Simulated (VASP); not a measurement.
GaN, 4 atoms in the cell. Symmetry: P6_3mc, No. 186, hexagonal system. Conventional cell: a = 3.183 Å, b = 3.183 Å, c = 5.185 Å, α = 90.00°, β = 90.00°, γ = 120.00°. Within 2.6 Å of Ga (site symmetry 3m) lie 4 N at 1.95 Å. N (site symmetry 3m) has 4 Ga at 1.95 Å within 2.6 Å. 

* Program: VASP 6.6.1
* Task: single point
* Functional: PBEsol
* Potentials or basis: VASP PAW PBE potentials, release 64 (Ga_d, N)
* Cutoff: 520 eV
* k mesh: 12 × 12 × 8
* Occupations: gaussian, width 0.05 eV
* Spin: no spin polarisation
* Dipole correction: no
* Further INCAR settings: ALGO = Normal; EDIFF = 1e-07; NBANDS = 26

Potentials or basis: VASP PAW PBE potentials, release 64 (Ga_d, N).

Command:

```sh
$ cat potpaw_PBE.64/Ga_d/POTCAR potpaw_PBE.64/N/POTCAR > POTCAR
$ mpirun -np 1 vasp_std > vasp.out
```

Hardware: 1 thread of Intel(R) Xeon(R) 6975P-C (Granite Rapids) (shared host).

Q: Estimate the wall time of this run.

A: It took 40 s on 1 thread of Intel(R) Xeon(R) 6975P-C (Granite Rapids), with other jobs on the host, peak memory 0.22 GiB. Counts: scf iterations 17, k points 95.
